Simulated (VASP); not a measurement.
Wanted: the native input for a VASP 6.6.1 run.

```
Task                   : single point
Functional             : PBE
Potentials or basis    : VASP PAW PBE potentials, release 64 (B, P)
Cutoff                 : 520 eV
k mesh                 : 1 × 1 × 17
Occupations            : gaussian, width 0.05 eV
Spin                   : collinear spin
Starting moments       : [1.0, 0.0, 0.0, -1.0, 1.0, 0.0, 0.0, -1.0] μB
Dipole correction      : no
Further INCAR settings : ALGO = Normal; EDIFF = 1e-07; NBANDS = 30
```

The structure of BP (flat sheet) lies in POSCAR:

```
BP
1.0
   18.3000000000      0.0000000000      0.0000000000
    0.0000000000      9.3000000000      0.0000000000
    0.0000000000      0.0000000000      3.2139964352
B P
4 4
Direct
    0.2972019992      0.5000000000      0.5000000000
    0.4493004998      0.5000000000      0.0000000000
    0.6013990004      0.5000000000      0.5000000000
    0.7534975010      0.5000000000      0.0000000000
    0.2465024990      0.5000000000      1.0000000000
    0.3986009996      0.5000000000      0.5000000000
    0.5506995002      0.5000000000      0.0000000000
    0.7027980008      0.5000000000      0.5000000000
```

One way to write it, as run:

INCAR

```
PREC = Accurate
ENCUT = 520
EDIFF = 1E-7
ISMEAR = 0
SIGMA = 0.05
LREAL = False
LASPH = True
NELM = 150
ALGO = Normal
ISIF = 2
LWAVE = False
LCHARG = False
ISPIN = 2
MAGMOM = 1 0 0 -1 1 0 0 -1
LORBIT = 11
GGA = PE
NBANDS = 30
```

KPOINTS

```
Automatic mesh
0
Gamma
  1 1 17
```

Potentials or basis: VASP PAW PBE potentials, release 64 (B, P).

Launch:

```bash
$ cat potpaw_PBE.64/B/POTCAR potpaw_PBE.64/P/POTCAR > POTCAR
$ mpirun -np 1 vasp_std > vasp.out
```

It gave:

| Item | Value |
| --- | --- |
| Largest force | 1.249 eV/Å |
| Net moment | -0.71 μB per cell |
| Site moments | B +0.02, +0.00, -0.05, -0.41; P +0.08, +0.03, +0.00, +0.01 μB |
| Valence electrons inside the program's atomic spheres | B 1.95, 1.94, 1.74; P 2.52, 2.60, 2.61 |

Run time: 4.7 min on 1 thread of Intel(R) Xeon(R) 6975P-C (Granite Rapids), on a shared host, peak memory 0.8 GiB.
